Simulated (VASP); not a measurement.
# Cs (Im-3m) in VASP: further runs

Cs is run at these levels: PBEsol+D3(BJ), r2SCAN+D4; tasks: single point.

Program: VASP 6.6.1. These are calculated values, not measurements. Logs are shortened: lines on timing, memory, paths and dates and some standing lists are left out, and cuts for length are marked.

## Step 1: The cell of the first run

It takes space group Im-3m (No. 229, cubic). Conventional cell: a = 6.257 Å, b = 6.257 Å, c = 6.257 Å, α = 90.00°, β = 90.00°, γ = 90.00°.

## Step 2: Single point, PBEsol+D3(BJ)

File INCAR:

```
PREC = Accurate
ENCUT = 500
EDIFF = 1E-6
ISMEAR = 1
SIGMA = 0.2
LREAL = False
LASPH = True
NELM = 120
ALGO = Normal
ISIF = 2
LWAVE = False
LCHARG = False
GGA = PS
IVDW = 12
NBANDS = 10
GGA_COMPAT = False
```

File KPOINTS:

```
Automatic mesh
0
Gamma
  6 6 6
```

File POSCAR:

```
Cs
1.0
   -3.1284650614      3.1284650614      3.1284650614
    3.1284650614     -3.1284650614      3.1284650614
    3.1284650614      3.1284650614     -3.1284650614
Cs
1
Direct
    0.0000000000      0.0000000000      0.0000000000
```

Potentials or basis: VASP PAW PBE potentials, release 64 (Cs_sv).

Command:

```bash
$ cat potpaw_PBE.64/Cs_sv/POTCAR > POTCAR
$ mpirun -np 1 vasp_std > vasp.out
```

OUTCAR:

```text
PREC = Accurate
   ENCUT = 500
   EDIFF = 1E-6
   ISMEAR = 1
   LREAL = False
   LASPH = True
   NELM = 120
   ISIF = 2
   GGA = PS
   IVDW = 12
 IVDW          = 12

 ion  position               nearest neighbor table
   1  0.000  0.000  0.000-

  LATTYP: Found a body centered cubic cell.
 ALAT       =     6.2569301228

  Lattice vectors:

 A1 = (  -3.1284650614,   3.1284650614,   3.1284650614)
 A2 = (   3.1284650614,  -3.1284650614,   3.1284650614)
 A3 = (   3.1284650614,   3.1284650614,  -3.1284650614)

Analysis of symmetry for initial positions (statically):
=====================================================================
 Subroutine PRICEL returns:
 Original cell was already a primitive cell.

 Routine SETGRP: Setting up the symmetry group for a
 body centered cubic supercell.

 Subroutine GETGRP returns: Found 48 space group operations
 (whereof 48 operations were pure point group operations)
 out of a pool of 48 trial point group operations.

The static configuration has the point symmetry O_h .

Analysis of symmetry for dynamics (positions and initial velocities):
=====================================================================
 Subroutine PRICEL returns:
 Original cell was already a primitive cell.

 Routine SETGRP: Setting up the symmetry group for a
 body centered cubic supercell.

 Subroutine GETGRP returns: Found 48 space group operations
 (whereof 48 operations were pure point group operations)
 out of a pool of 48 trial point group operations.

The dynamic configuration has the point symmetry O_h .

 Subroutine INISYM returns: Found 48 space group operations
 (whereof 48 operations are pure point group operations),
 and found     1 'primitive' translations

----------------------------------------------------------------------------------------

                                     Primitive cell

  volume of cell :     122.4768

  direct lattice vectors                    reciprocal lattice vectors
    -3.128465061  3.128465061  3.128465061     0.000000000  0.159822785  0.159822785
     3.128465061 -3.128465061  3.128465061     0.159822785  0.000000000  0.159822785
     3.128465061  3.128465061 -3.128465061     0.159822785  0.159822785  0.000000000

  length of vectors
     5.418660436  5.418660436  5.418660436     0.226023551  0.226023551  0.226023551

  position of ions in fractional coordinates (direct lattice)
     0.000000000  0.000000000  0.000000000

  ion indices of the primitive-cell ions
   primitive index   ion index
                 1           1

----------------------------------------------------------------------------------------

 KPOINTS: Automatic mesh

Automatic generation of k-mesh.
 Grid dimensions read from file:
 generate k-points for:    6    6    6

 Generating k-lattice:

  Cartesian coordinates                     Fractional coordinates (reciprocal lattice)
     0.000000000  0.026637131  0.026637131     0.166666667  0.000000000  0.000000000
     0.026637131  0.000000000  0.026637131     0.000000000  0.166666667  0.000000000
     0.026637131  0.026637131  0.000000000     0.000000000  0.000000000  0.166666667

  Length of vectors
     0.037670592  0.037670592  0.037670592

  Shift w.r.t. Gamma in fractional coordinates (k-lattice)
     0.000000000  0.000000000  0.000000000

 Subroutine IBZKPT returns following result:
 ===========================================

 Found     16 irreducible k-points:

 Following reciprocal coordinates:
            Coordinates               Weight
  0.000000  0.000000  0.000000      1.000000
  0.166667  0.000000  0.000000     12.000000
  0.333333  0.000000  0.000000     12.000000
  0.500000  0.000000  0.000000      6.000000
  0.166667  0.166667  0.000000     24.000000
  0.333333  0.166667  0.000000     48.000000
[... 8 lines left out ...]
  0.500000  0.500000  0.333333     12.000000
  0.500000  0.500000  0.500000      1.000000
   k-points           NKPTS =     16   k-points in BZ     NKDIM =     16   number of bands    NBANDS=     10
   number of dos      NEDOS =    301   number of ions     NIONS =      1
   total plane-waves  NPLWV =  64000
   dimension x,y,z NGX =    40 NGY =   40 NGZ =   40
   dimension x,y,z NGXF=    80 NGYF=   80 NGZF=   80
   ions per type =               1
   NGX,Y,Z   is equivalent  to a cutoff of  12.27, 12.27, 12.27 a.u.
   NGXF,Y,Z  is equivalent  to a cutoff of  24.54, 24.54, 24.54 a.u.
 SYSTEM =  unknown system
   PREC   = accura    normal or accurate (medium, high low for compatibility)
   ISTART =      0    job   : 0-new  1-cont  2-samecut
   ICHARG =      2    charge: 1-file 2-atom 10-const
   ISPIN  =      1    spin polarized calculation?
   LNONCOLLINEAR =      F non collinear calculations
   LSORBIT =      F    spin-orbit coupling
   LASPH  =      T    aspherical Exc in radial PAW
   ENCUT  =  500.0 eV  36.75 Ry    6.06 a.u.   9.88  9.88  9.88*2*pi/ulx,y,z
   NELM   =    120;   NELMIN=  2; NELMDL= -5     # of ELM steps
   EDIFF  = 0.1E-05   stopping-criterion for ELM
   LREAL  =      F    real-space projection
   EDIFFG = 0.1E-04   stopping-criterion for IOM
   NSW    =      0    number of steps for IOM
   IBRION =     -1    ionic relax: 0-MD 1-quasi-New 2-CG
   NFREE  =      0    steps in history (QN), initial steepest desc. (CG)
   ISIF   =      2    stress and relaxation
   ISYM   =      2    0-nonsym 1-usesym 2-fastsym
   POTIM  = 0.5000    time-step for ionic-motion
   TEBEG  =    0.0;   TEEND  =   0.0 temperature during run
   PSTRESS=    0.0 pullay stress
   NELECT =       9.0000    total number of electrons
   NUPDOWN=      -1.0000    fix difference up-down
   EMIN   =  10.00;   EMAX   =-10.00  energy-range for DOS
   EFERMI =   0.00;   METHOD = LEGACY
   ISMEAR =     1;   SIGMA  =   0.20  broadening in eV -4-tet -1-fermi 0-gaus
   EFERMI_NEDOS =   21; number of points for ismear=-14 and -15
   IALGO  =     38    algorithm
   IMIX   =      4    mixing-type and parameters
     AMIX     =   0.40;   BMIX     =  1.00
     AMIX_MAG =   1.60;   BMIX_MAG =  1.00
  volume/ion in A,a.u.               =     122.48       826.51
  Fermi-wavevector in a.u.,A,eV,Ry     =   0.685706  1.295796  6.397353  0.470192
  Thomas-Fermi vector in A             =   1.765724
   LORBIT       =      0    0 simple, 1 ext, 2 COOP (PROOUT), +10 PAW based schemes
   GGA     = PS    functional components
   LHFCALC =     F    Hartree Fock is set to
   AEXX    =    0.0000 exact exchange contribution
   IVDW    =    12    specifies the selected vdW correction
   LEPSILON=     F    determine dielectric tensor
   LRPA    =     F    only Hartree local field effects (RPA)
 non-spin polarized calculation
 Methfessel and Paxton  Order N= 1 SIGMA  =   0.20
  energy-cutoff  :      500.00
  volume of cell :      122.48
 maximum number of plane-waves:      3138
   NGX = 19   NGY = 19   NGZ = 19

 number of electron       8.9999999 magnetization

 Free energy of the ion-electron system (eV)
  ---------------------------------------------------
  ext. energy  EPLUGINS =         0.00000000
  ---------------------------------------------------
  free energy    TOTEN  =        -0.92484752 eV

  energy without entropy =       -0.91479629  energy(sigma->0) =       -0.92149711

 E-fermi :   0.2298     XC(G=0):  -5.3154

 val. band max:        0.1061623628   @ k =   0.1667   0.1667   0.1667
 cond. band min:       0.2488932838   @ k =   0.3333   0.1667   0.0000
 fundamental gap:      0.1427309209
 Fermi energy:         0.2298054130

 k-point     1 :       0.0000    0.0000    0.0000
  band No.  band energies     occupation
      1     -23.6597      2.00000
      2     -10.3877      2.00000
      3     -10.3877      2.00000
      4     -10.3877      2.00000
      5      -1.3908      2.00000
      6       2.6879     -0.00000
      7       2.6879     -0.00000
      8       2.6879     -0.00000
      9       3.5162     -0.00000
     10       3.5162     -0.00000

 k-point     2 :       0.1667    0.0000    0.0000
  band No.  band energies     occupation
      1     -23.6585      2.00000
      2     -10.4161      2.00000
      3     -10.3971      2.00000
      4     -10.3876      2.00000
      5      -1.1078      2.00000
      6       2.3467     -0.00000
      7       2.4181     -0.00000
      8       2.9728     -0.00000
      9       3.2997     -0.00000
     10       3.4854     -0.00000

 k-point     3 :       0.3333    0.0000    0.0000
  band No.  band energies     occupation
      1     -23.6560      2.00000
      2     -10.4716      2.00000
      3     -10.4158      2.00000
      4     -10.3876      2.00000
      5      -0.3678      2.00020
      6       1.5626     -0.00000
      7       2.0322     -0.00000
      8       3.4315     -0.00000
      9       3.6153     -0.00000
     10       3.7924     -0.00000

 k-point     4 :       0.5000    0.0000    0.0000
  band No.  band energies     occupation
      1     -23.6548      2.00000
      2     -10.4986      2.00000
      3     -10.4250      2.00000
      4     -10.3876      2.00000
      5       0.2853      0.55005
      6       1.0395     -0.00000
      7       1.8801     -0.00000
      8       3.3237     -0.00000
      9       3.9382     -0.00000
     10       4.4365      0.00000
[... 118 lines left out ...]
 k-point    14 :      -0.3333    0.3333    0.3333
  band No.  band energies     occupation
      1     -23.6529      2.00000
      2     -10.4610      2.00000
      3     -10.4468      2.00000
      4     -10.4468      2.00000
      5       0.4546     -0.06733
      6       1.3214     -0.00000
      7       2.5741     -0.00000
      8       2.5741     -0.00000
      9       2.8212     -0.00000
     10       3.8742     -0.00000

 k-point    15 :       0.5000    0.5000    0.3333
  band No.  band energies     occupation
      1     -23.6519      2.00000
      2     -10.4754      2.00000
      3     -10.4571      2.00000
      4     -10.4480      2.00000
      5       0.9528     -0.00000
      6       0.9917     -0.00000
      7       2.2545     -0.00000
      8       2.6702     -0.00000
      9       3.3009     -0.00000
     10       4.5578      0.00000

 k-point    16 :       0.5000    0.5000    0.5000
  band No.  band energies     occupation
      1     -23.6509      2.00000
      2     -10.4676      2.00000
      3     -10.4676      2.00000
      4     -10.4676      2.00000
      5       0.9371     -0.00001
      6       0.9371     -0.00001
      7       3.0736     -0.00000
      8       3.0736     -0.00000
      9       3.0736     -0.00000
     10       4.3699      0.00000

------------------------ aborting loop because EDIFF is reached ----------------------------------------

 Edisp (eV)   -0.10632

 E8    (eV) :    -0.0850

  FORCE on cell =-STRESS in cart. coord.  units (eV):
  Direction    XX          YY          ZZ          XY          YZ          ZX
  --------------------------------------------------------------------------------------
  -------------------------------------------------------------------------------------
  Total      -0.25498    -0.25498    -0.25498     0.00000    -0.00000     0.00000
  in kB      -3.33549    -3.33549    -3.33549     0.00000    -0.00000     0.00000
  external pressure =       -3.34 kB  Pullay stress =        0.00 kB

 VOLUME and BASIS-vectors are now :
 -----------------------------------------------------------------------------
  energy-cutoff  :      500.00
  volume of cell :      122.48
      direct lattice vectors                 reciprocal lattice vectors
    -3.128465061  3.128465061  3.128465061     0.000000000  0.159822785  0.159822785
     3.128465061 -3.128465061  3.128465061     0.159822785  0.000000000  0.159822785
     3.128465061  3.128465061 -3.128465061     0.159822785  0.159822785  0.000000000

 POSITION                                       TOTAL-FORCE (eV/Angst)
 -----------------------------------------------------------------------------------
      0.00000      0.00000      0.00000         0.000000      0.000000      0.000000
 -----------------------------------------------------------------------------------
    total drift:                               -0.000000      0.000000     -0.000000

  FREE ENERGIE OF THE ION-ELECTRON SYSTEM (eV)
  ---------------------------------------------------
  free  energy   TOTEN  =        -1.0311659333 eV

  energy  without entropy=       -1.0211147024  energy(sigma->0) =       -1.02781552
```

Wall time 18 s (1 thread of Intel Xeon 8259CL, shared host); peak memory 0.24 GiB.

Results:

```
Free energy                : -1.0312 eV
Pressure                   : -0.3 GPa
Band gap on the k mesh     : zero (an odd number of electrons rules out a gap without spin polarisation)
Dispersion energy per atom : -0.106 eV
```

Caveat: the PAW data sets were made with another functional, which shifts forces and pressure a little; spin-orbit coupling is left out, which moves the levels of the heavy elements.

## Step 3: Single point, r2SCAN+D4

POSCAR is that of step 2.

File INCAR.step1:

```
PREC     = Accurate       # precision mode
ENCUT    = 550            # plane-wave cutoff, eV
ISMEAR   = 1              # smearing method
SIGMA    = 0.1            # smearing width, eV
LREAL    = F              # projectors in reciprocal space
LASPH    = T              # aspherical terms in the spheres
NELM     = 120            # most SCF steps
NBANDS   = 10             # bands
GGA      = PE             # functional
ALGO     = Normal         # electronic algorithm
EDIFF    = 1E-5           # SCF threshold, eV
LWAVE    = T              # write WAVECAR
LCHARG   = F              # write CHGCAR
GGA_COMPAT= F
```

File INCAR.step2:

```
PREC     = Accurate       # precision mode
ENCUT    = 550            # plane-wave cutoff, eV
EDIFF    = 1E-6           # SCF threshold, eV
ISMEAR   = 1              # smearing method
SIGMA    = 0.1            # smearing width, eV
LREAL    = F              # projectors in reciprocal space
LASPH    = T              # aspherical terms in the spheres
NELM     = 120            # most SCF steps
ALGO     = Normal         # electronic algorithm
ISIF     = 2              # what is computed and relaxed
LWAVE    = F              # write WAVECAR
LCHARG   = F              # write CHGCAR
METAGGA  = R2SCAN         # meta-GGA
LMIXTAU  = T            
IVDW     = 13             # dispersion correction
VDW_S6   = 1.0          
VDW_S8   = 0.6018749    
VDW_A1   = 0.51559235   
VDW_A2   = 5.77342911   
NBANDS   = 10             # bands
ISTART   = 1            
GGA_COMPAT= F
```

KPOINTS is that of step 2.

Potentials or basis: VASP PAW PBE potentials, release 64 (Cs_sv).

Command:

```bash
$ cat potpaw_PBE.64/Cs_sv/POTCAR > POTCAR
$ cp INCAR.step1 INCAR
$ mpirun -np 1 vasp_std > vasp.out
$ cp INCAR.step2 INCAR
$ mpirun -np 1 vasp_std > vasp.out
```

OUTCAR:

```text
PREC = Accurate
   ENCUT = 550
   EDIFF = 1E-6
   ISMEAR = 1
   LREAL = F
   LASPH = T
   NELM = 120
   ISIF = 2
   METAGGA = R2SCAN
   IVDW = 13
   ISTART = 1

 ion  position               nearest neighbor table
   1  0.000  0.000  0.000-

  LATTYP: Found a body centered cubic cell.
 ALAT       =     6.2569301228

  Lattice vectors:

 A1 = (  -3.1284650614,   3.1284650614,   3.1284650614)
 A2 = (   3.1284650614,  -3.1284650614,   3.1284650614)
 A3 = (   3.1284650614,   3.1284650614,  -3.1284650614)

Analysis of symmetry for initial positions (statically):
=====================================================================
 Subroutine PRICEL returns:
 Original cell was already a primitive cell.

 Routine SETGRP: Setting up the symmetry group for a
 body centered cubic supercell.

 Subroutine GETGRP returns: Found 48 space group operations
 (whereof 48 operations were pure point group operations)
 out of a pool of 48 trial point group operations.

The static configuration has the point symmetry O_h .

Analysis of symmetry for dynamics (positions and initial velocities):
[... 155 lines left out ...]

 k-point     1 :       0.0000    0.0000    0.0000
  band No.  band energies     occupation
      1     -24.4413      2.00000
      2     -10.8160      2.00000
      3     -10.8160      2.00000
      4     -10.8160      2.00000
      5      -1.3288      2.00000
      6       3.1626      0.00000
      7       3.1626      0.00000
      8       3.1626      0.00000
      9       3.9996      0.00000
     10       3.9996      0.00000
[... 183 lines left out ...]
 k-point    16 :       0.5000    0.5000    0.5000
  band No.  band energies     occupation
      1     -24.4317      2.00000
      2     -10.8949      2.00000
      3     -10.8949      2.00000
      4     -10.8949      2.00000
      5       1.0925     -0.00000
      6       1.0925     -0.00000
      7       3.4843      0.00000
      8       3.4843      0.00000
      9       3.4843      0.00000
     10       5.0378      0.00000

------------------------ aborting loop because EDIFF is reached ----------------------------------------

  DFT-D4 for vdW energy calculation

  Edisp (eV):   -0.01645

  FORCE on cell =-STRESS in cart. coord.  units (eV):
  Direction    XX          YY          ZZ          XY          YZ          ZX
  --------------------------------------------------------------------------------------
  -------------------------------------------------------------------------------------
  Total       0.00335     0.00335     0.00335     0.00000    -0.00000     0.00000
  in kB       0.04383     0.04383     0.04383     0.00000    -0.00000     0.00000
  external pressure =        0.04 kB  Pullay stress =        0.00 kB

 VOLUME and BASIS-vectors are now :
 -----------------------------------------------------------------------------
  energy-cutoff  :      550.00
  volume of cell :      122.48
      direct lattice vectors                 reciprocal lattice vectors
    -3.128465061  3.128465061  3.128465061     0.000000000  0.159822785  0.159822785
     3.128465061 -3.128465061  3.128465061     0.159822785  0.000000000  0.159822785
     3.128465061  3.128465061 -3.128465061     0.159822785  0.159822785  0.000000000

 POSITION                                       TOTAL-FORCE (eV/Angst)
 -----------------------------------------------------------------------------------
      0.00000      0.00000      0.00000        -0.000000     -0.000000      0.000000
 -----------------------------------------------------------------------------------
    total drift:                               -0.000000     -0.000000     -0.000000

  FREE ENERGIE OF THE ION-ELECTRON SYSTEM (eV)
  ---------------------------------------------------
  free  energy   TOTEN  =       -25.0206182757 eV

  energy  without entropy=      -25.0152742124  energy(sigma->0) =      -25.01883692
```

OUTCAR.step1:

```text
PREC = Accurate
   ENCUT = 550
   ISMEAR = 1
   LREAL = F
   LASPH = T
[... 413 lines left out ...]

 POSITION                                       TOTAL-FORCE (eV/Angst)
 -----------------------------------------------------------------------------------
      0.00000      0.00000      0.00000         0.000000      0.000000     -0.000000
 -----------------------------------------------------------------------------------
    total drift:                               -0.000000      0.000000     -0.000000

  FREE ENERGIE OF THE ION-ELECTRON SYSTEM (eV)
  ---------------------------------------------------
  free  energy   TOTEN  =        -0.8356780312 eV

  energy  without entropy=       -0.8297682775  energy(sigma->0) =       -0.83370811
```

Wall time 2.1 min (1 thread of Intel Xeon 8259CL, shared host); peak memory 0.28 GiB.

Results:

- Free energy: -25.0206 eV
- Pressure: 0.0 GPa
- Band gap on the k mesh: zero (an odd number of electrons rules out a gap without spin polarisation)
- Dispersion energy per atom: -0.016 eV

Levels at points of the mesh, in eV from the Fermi level:
```csv
k point,band 1,band 2,band 3,band 4,band 5,band 6,band 7,band 8
"(0.00, 0.00, 0.00)",-24.86,-11.23,-11.23,-11.23,-1.74,2.75,2.75,2.75
"(0.50, 0.00, 0.00)",-24.85,-11.34,-11.27,-11.23,0.10,0.71,1.83,3.46
"(0.50, 0.50, 0.50)",-24.85,-11.31,-11.31,-11.31,0.68,0.68,3.07,3.07
```

Caveat: the PAW data sets were made with another functional, which shifts forces and pressure a little; spin-orbit coupling is left out, which moves the levels of the heavy elements.

The gap in the log of VASP goes by the Fermi energy; the results here count the filled bands.